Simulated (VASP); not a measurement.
Here is a VASP 6.6.1 calculation.

The input INCAR:

```
PREC = Accurate
ENCUT = 520
EDIFF = 1E-6
ISMEAR = 0
SIGMA = 0.05
LREAL = Auto
LASPH = T
NELM = 80
ALGO = Normal
ISIF = 2
LWAVE = F
LCHARG = T
GGA = PE
IVDW = 12
LELF = T
LVHAR = T
NBANDS = 48
```

The input KPOINTS:

```
Automatic mesh
0
Gamma
  2 2 2
```

Contents of POSCAR:

```
Si
1.0
    0.0000000000      5.4300000000      5.4300000000
    5.4300000000      0.0000000000      5.4300000000
    5.4300000000      5.4300000000      0.0000000000
Si
17
Direct
   -0.0001181400     -0.0003395028      0.0002604972
    0.1245924494      0.1239331492      0.1250226519
    0.0029058932      0.0025311234      0.4973193370
    0.1245882136      0.1239869245      0.6265025783
    0.0029299263      0.4965603131      0.0032542357
    0.1239332413      0.6260674954      0.1250776243
    0.0028569982      0.4966185083      0.4973914365
    0.1315127072      0.6224508287      0.6230810313
    0.4970779006      0.0023692449      0.0030911602
    0.6262044199      0.1234710866      0.1252104972
    0.4970715470      0.0023641805      0.4975313996
    0.6229353591      0.1310276243      0.6230441989
    0.4963556169      0.4960493554      0.0038209945
    0.6226939227      0.6221405157      0.1315639042
    0.5001044199      0.4996215470      0.5001329650
    0.6226254144      0.6221523020      0.6236569061
    0.7500177716      0.7493111418      0.7503604972
```

Potentials or basis: VASP PAW PBE potentials, release 64 (Si).

Launch:

```bash
$ cat potpaw_PBE.64/Si/POTCAR > POTCAR
$ mpirun -np 1 vasp_std > vasp.out
```

**Question.** What does it give for the pressure?

**Answer.** 2.4 GPa.

**Question.** What does it give for the dispersion energy per atom?

**Answer.** -0.332 eV.

Forces in eV/Å, atoms in the order of the input:
```
Si   0.001 -0.002  0.003
Si  -0.003 -0.015  0.010
Si  -0.003  0.005 -0.008
Si   0.015  0.003  0.008
Si  -0.006 -0.006 -0.014
Si  -0.008  0.006  0.008
Si   0.005  0.007 -0.014
Si  -0.001  0.001 -0.002
Si  -0.006  0.003 -0.013
Si   0.006 -0.008  0.019
Si  -0.002  0.006 -0.014
Si   0.000  0.000 -0.003
Si  -0.005  0.006  0.015
Si   0.007  0.006 -0.003
Si   0.002 -0.001  0.000
Si  -0.005 -0.006 -0.002
Si   0.002 -0.004  0.009
```

Caveat: the k points lie up to 0.50 Å⁻¹ apart.
